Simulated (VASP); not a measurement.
# TaN (Fm-3m) in VASP: single point with PBE

Aim: the single point of TaN with PBE.

Program: VASP 6.6.1. These are calculated values, not measurements. Logs are shortened: lines on timing, memory, paths and dates and some standing lists are left out, and cuts for length are marked.

**1. The cell of the first run**

Symmetry: Fm-3m, No. 225, cubic system. Conventional cell: a = 4.358 Å, b = 4.358 Å, c = 4.358 Å, α = 90.00°, β = 90.00°, γ = 90.00°. Within 2.9 Å of Ta (site symmetry m-3m) lie 6 N at 2.18 Å. Within 2.9 Å of N (site symmetry m-3m) lie 6 Ta at 2.18 Å.

**2. Single point, PBE**

The input, INCAR:

```
SYSTEM = TaN
PREC     = Accurate       ! precision mode
ENCUT    = 600            ! plane-wave cutoff, eV
EDIFF    = 1E-6           ! SCF threshold, eV
ISMEAR   = 1              ! smearing method
SIGMA    = 0.05           ! smearing width, eV
LREAL    = .FALSE.        ! projectors in reciprocal space
LASPH    = .TRUE.         ! aspherical terms in the spheres
NELM     = 120            ! most SCF steps
ALGO     = Normal         ! electronic algorithm
ISIF     = 2              ! what is computed and relaxed
LWAVE    = .FALSE.        ! write WAVECAR
LCHARG   = .FALSE.        ! write CHGCAR
GGA      = PE             ! functional
NBANDS   = 15             ! bands
GGA_COMPAT= .FALSE.
```

The input, KPOINTS:

```
regular mesh
0
G
  8 8 8
  0 0 0
```

The input, POSCAR:

```
TaN
1.0
    0.0000000000      2.1790000000      2.1790000000
    2.1790000000      0.0000000000      2.1790000000
    2.1790000000      2.1790000000      0.0000000000
Ta N
1 1
Direct
    0.5000000000      0.5000000000      0.5000000000
    0.0000000000      0.0000000000      0.0000000000
```

Potentials or basis: VASP PAW PBE potentials, release 64 (Ta_pv, N).

The run is started by

```
$ cat potpaw_PBE.64/Ta_pv/POTCAR potpaw_PBE.64/N/POTCAR > POTCAR
$ mpirun -np 1 vasp_std > vasp.out
```

OUTCAR:

```text
SYSTEM = TaN
   PREC = Accurate
   ENCUT = 600
   EDIFF = 1E-6
   ISMEAR = 1
   LREAL = .FALSE.
   LASPH = .TRUE.
   NELM = 120
   ISIF = 2
   GGA = PE

 ion  position               nearest neighbor table
   1  0.500  0.500  0.500-   2 2.18   2 2.18   2 2.18   2 2.18   2 2.18   2 2.18
   2  0.000  0.000  0.000-   1 2.18   1 2.18   1 2.18   1 2.18   1 2.18   1 2.18

  LATTYP: Found a face centered cubic cell.
 ALAT       =     4.3580000000

  Lattice vectors:

 A1 = (   0.0000000000,   2.1790000000,   2.1790000000)
 A2 = (   2.1790000000,   0.0000000000,   2.1790000000)
 A3 = (   2.1790000000,   2.1790000000,   0.0000000000)

Analysis of symmetry for initial positions (statically):
=====================================================================
 Subroutine PRICEL returns:
 Original cell was already a primitive cell.

 Routine SETGRP: Setting up the symmetry group for a
 face centered cubic supercell.

 Subroutine GETGRP returns: Found 48 space group operations
 (whereof 48 operations were pure point group operations)
 out of a pool of 48 trial point group operations.

The static configuration has the point symmetry O_h .

Analysis of symmetry for dynamics (positions and initial velocities):
=====================================================================
 Subroutine PRICEL returns:
 Original cell was already a primitive cell.

 Routine SETGRP: Setting up the symmetry group for a
 face centered cubic supercell.

 Subroutine GETGRP returns: Found 48 space group operations
 (whereof 48 operations were pure point group operations)
 out of a pool of 48 trial point group operations.

The dynamic configuration has the point symmetry O_h .

 Subroutine INISYM returns: Found 48 space group operations
 (whereof 48 operations are pure point group operations),
 and found     1 'primitive' translations

----------------------------------------------------------------------------------------

                                     Primitive cell

  volume of cell :      20.6920

  direct lattice vectors                    reciprocal lattice vectors
     0.000000000  2.179000000  2.179000000    -0.229463056  0.229463056  0.229463056
     2.179000000  0.000000000  2.179000000     0.229463056 -0.229463056  0.229463056
     2.179000000  2.179000000  0.000000000     0.229463056  0.229463056 -0.229463056

  length of vectors
     3.081571352  3.081571352  3.081571352     0.397441672  0.397441672  0.397441672

  position of ions in fractional coordinates (direct lattice)
     0.500000000  0.500000000  0.500000000
     0.000000000  0.000000000  0.000000000

  ion indices of the primitive-cell ions
   primitive index   ion index
                 1           1
                 2           2

[... 90 lines left out ...]
     AMIX     =   0.40;   BMIX     =  1.00
     AMIX_MAG =   1.60;   BMIX_MAG =  1.00
  volume/ion in A,a.u.               =      10.35        69.82
  Fermi-wavevector in a.u.,A,eV,Ry     =   1.502615  2.839530 30.719922  2.257851
  Thomas-Fermi vector in A             =   2.613832
   LORBIT       =      0    0 simple, 1 ext, 2 COOP (PROOUT), +10 PAW based schemes
   GGA     = PE    functional components
   LHFCALC =     F    Hartree Fock is set to
   AEXX    =    0.0000 exact exchange contribution
   IVDW    =     0    specifies the selected vdW correction
   LEPSILON=     F    determine dielectric tensor
   LRPA    =     F    only Hartree local field effects (RPA)
 non-spin polarized calculation
 Methfessel and Paxton  Order N= 1 SIGMA  =   0.05
  energy-cutoff  :      600.00
  volume of cell :       20.69
 maximum number of plane-waves:       701
 NGX is ok and might be reduce to    28
   NGX = 13   NGY = 13   NGZ = 13

 number of electron      16.0000001 magnetization

 Free energy of the ion-electron system (eV)
  ---------------------------------------------------
  ext. energy  EPLUGINS =         0.00000000
  ---------------------------------------------------
  free energy    TOTEN  =       -21.76018170 eV

  energy without entropy =      -21.76005033  energy(sigma->0) =      -21.76013791

 E-fermi :   9.8623     XC(G=0): -13.5880

 val. band max:        9.8402752207   @ k =  -0.2500   0.3750   0.1250
 cond. band min:       9.9338859269   @ k =   0.0000   0.0000   0.0000
 fundamental gap:      0.0936107062
 Fermi energy:         9.8623299955

 k-point     1 :       0.0000    0.0000    0.0000
  band No.  band energies     occupation
      1     -25.8571      2.00000
      2     -25.8571      2.00000
      3     -25.8571      2.00000
      4      -9.2302      2.00000
      5       5.9559      2.00000
      6       5.9559      2.00000
      7       5.9559      2.00000
      8       7.6787      2.00000
      9       7.6787      2.00000
     10       7.6787      2.00000
     11       9.9339     -0.06116
     12       9.9339     -0.06116
     13      11.6185      0.00000
     14      19.2759      0.00000
[... 401 lines left out ...]
      2     -26.1870      2.00000
      3     -26.0284      2.00000
      4      -6.6879      2.00000
      5       0.5107      2.00000
      6       2.6200      2.00000
      7       2.6677      2.00000
      8      10.0789     -0.00000
      9      10.5491     -0.00000
     10      12.5904      0.00000
     11      15.2496      0.00000
     12      16.4616      0.00000
     13      18.5019      0.00000
     14      20.4681      0.00000
     15      22.3115      0.00000

 [... further k-points ...]

------------------------ aborting loop because EDIFF is reached ----------------------------------------

  FORCE on cell =-STRESS in cart. coord.  units (eV):
  Direction    XX          YY          ZZ          XY          YZ          ZX
  --------------------------------------------------------------------------------------
  -------------------------------------------------------------------------------------
  Total        2.0181677      2.0181677      2.0181677     -0.0000000     -0.0000000      0.0000000
  in kB      156.2665979    156.2665979    156.2665979     -0.0000000     -0.0000000      0.0000000
  external PRESSURE =     156.2665979 kB  Pullay stress =       0.0000000 kB

 VOLUME and BASIS-vectors are now :
 -----------------------------------------------------------------------------
  energy-cutoff  :      600.00
  volume of cell :       20.69
      direct lattice vectors                 reciprocal lattice vectors
     0.000000000  2.179000000  2.179000000    -0.229463056  0.229463056  0.229463056
     2.179000000  0.000000000  2.179000000     0.229463056 -0.229463056  0.229463056
     2.179000000  2.179000000  0.000000000     0.229463056  0.229463056 -0.229463056

 POSITION                                       TOTAL-FORCE (eV/Angst)
 -----------------------------------------------------------------------------------
      2.17900      2.17900      2.17900         0.000000      0.000000     -0.000000
      0.00000      0.00000      0.00000        -0.000000     -0.000000      0.000000
 -----------------------------------------------------------------------------------
    total drift:                                0.000000      0.000000      0.000000

  FREE ENERGIE OF THE ION-ELECTRON SYSTEM (eV)
  ---------------------------------------------------
  free  energy   TOTEN  =       -21.7601816994 eV

  energy  without entropy=      -21.7600503283  energy(sigma->0) =      -21.76013791
```

Run time: 14 s. Hardware: 1 thread of Intel Xeon 6975P-C, shared host; peak memory 0.16 GiB.

What came out:

```
Free energy            : -21.7602 eV
Pressure               : 15.6 GPa
Band gap on the k mesh : zero (band 8 reaches 11.85 eV, above the bottom of band 9 at 7.68 eV)
```

Caveat: spin-orbit coupling is left out, which moves the levels of the heavy elements.
